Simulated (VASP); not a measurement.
Here is a VASP 6.6.1 calculation.

File INCAR:

```
SYSTEM = Sb
PREC = Accurate
ENCUT = 520
EDIFF = 1E-6
ISMEAR = -1
SIGMA = 0.05
LREAL = .False.
LASPH = .True.
NELM = 80
ALGO = Normal
ISIF = 2
LWAVE = .False.
LCHARG = .False.
GGA = CA
NBANDS = 8
```

KPOINTS

```
Automatic mesh
0
Gamma
  8 8 8
  0 0 0
```

Contents of POSCAR:

```
Sb
1.0
    3.1172920620      0.0000000000      0.0000000000
    0.0000000000      3.1172920620      0.0000000000
    0.0000000000      0.0000000000      3.1172920620
Sb
1
Direct
    0.0000000000      0.0000000000      0.0000000000
```

Potentials or basis: VASP PAW LDA potentials, release 64 (Sb).

Command:

```bash
$ cat potpaw_LDA.64/Sb/POTCAR > POTCAR
$ mpirun -np 1 vasp_std > vasp.out
```

Task: What does it give for the pressure?

Result: -3.8 GPa.
